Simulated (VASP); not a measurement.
Write the native input for VASP 6.6.1 that does the following.

```
Task                   : single point
Functional             : PBE
Potentials or basis    : VASP PAW PBE potentials, release 64 (B, P)
Cutoff                 : 500 eV
k mesh                 : 6 × 6 × 6
Occupations            : gaussian, width 0.1 eV
Spin                   : no spin polarisation
Dipole correction      : no
Further INCAR settings : ALGO = Normal; EDIFF = 1e-06; NBANDS = 11
```

The structure of BP lies in POSCAR:

```
BP
1.0
    0.0000000000      2.2690000000      2.2690000000
    2.2690000000      0.0000000000      2.2690000000
    2.2690000000      2.2690000000      0.0000000000
B P
1 1
Direct
    0.0000000000      0.0000000000      0.0000000000
    0.2500000000      0.2500000000      0.2500000000
```

One way to write it, as run:

INCAR

```
SYSTEM = BP
PREC = Accurate ; ENCUT = 500
EDIFF = 1E-6 ; ISMEAR = 0
SIGMA = 0.1 ; LREAL = .False.
LASPH = .True. ; NELM = 120
ALGO = Normal ; ISIF = 2
LWAVE = .False. ; LCHARG = .False.
GGA = PE ; NBANDS = 11
GGA_COMPAT = .False.
```

KPOINTS

```
Automatic mesh
0
Gamma
  6 6 6
  0 0 0
```

Potentials or basis: VASP PAW PBE potentials, release 64 (B, P).

Command:

```bash
$ cat potpaw_PBE.64/B/POTCAR potpaw_PBE.64/P/POTCAR > POTCAR
$ mpirun -np 1 vasp_std > vasp.out
```

Results of the run:

```json
{
  "Pressure": "1.0 GPa",
  "Band gap on the k mesh": "1.33 eV, indirect (least direct gap 3.40 eV)"
}
```

It took 5.9 s on 1 thread of Intel Xeon 8259CL, with other jobs on the host, peak memory 0.13 GiB.
